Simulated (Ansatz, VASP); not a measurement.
One calculation of Ni, two programs

```
Ni
1.0
     0.00000    1.73757    1.73757
     1.73757    0.00000    1.73757
     1.73757    1.73757    0.00000
Ni
1
Direct
  0.00000 0.00000 0.00000
```

Alike in both runs: functional PBE; k mesh 10 × 10 × 10; occupations fermi-dirac, width 0.05 eV; collinear spin; Hubbard terms Ni d U = 2.0 eV.

|  | VASP | Ansatz |
| --- | --- | --- |
| version | VASP 6.6.1 | Ansatz 0.2.0 |
| potentials or method | VASP PAW PBE potentials, release 64 (Ni) | Ansatz PAW |
| plane-wave cutoff (eV) | 520 | 420 |
| valence electrons in the cell | 10 | 18 |
| task | single point | density of states |

VASP gave:

- gap on the k mesh at the Fermi level (eV): none
- pressure (GPa): 4.0
- net moment per atom (μB): 0.73
- size of the moment on the site where the two differ most (μB): 0.74

**Question.** Estimate Ansatz's values.

**Answer.** gap on the k mesh at the Fermi level (eV): none; pressure (GPa): 8.9; net moment per atom (μB): 0.72; size of the moment on the site where the two differ most (μB): 0.77.

Site moments also hang on the region over which each program counts them. The programs project onto different local orbitals, so the same U acts differently, and such runs can settle in different states. A gap of «none» marks a metal or a gap that the smearing closes. VASP's potentials hold 10 valence electrons a cell and Ansatz's 18, so a difference there can come from the potentials and not from the codes.

Noted on Ansatz's run: the magnetic or orbital state may not be the lowest.
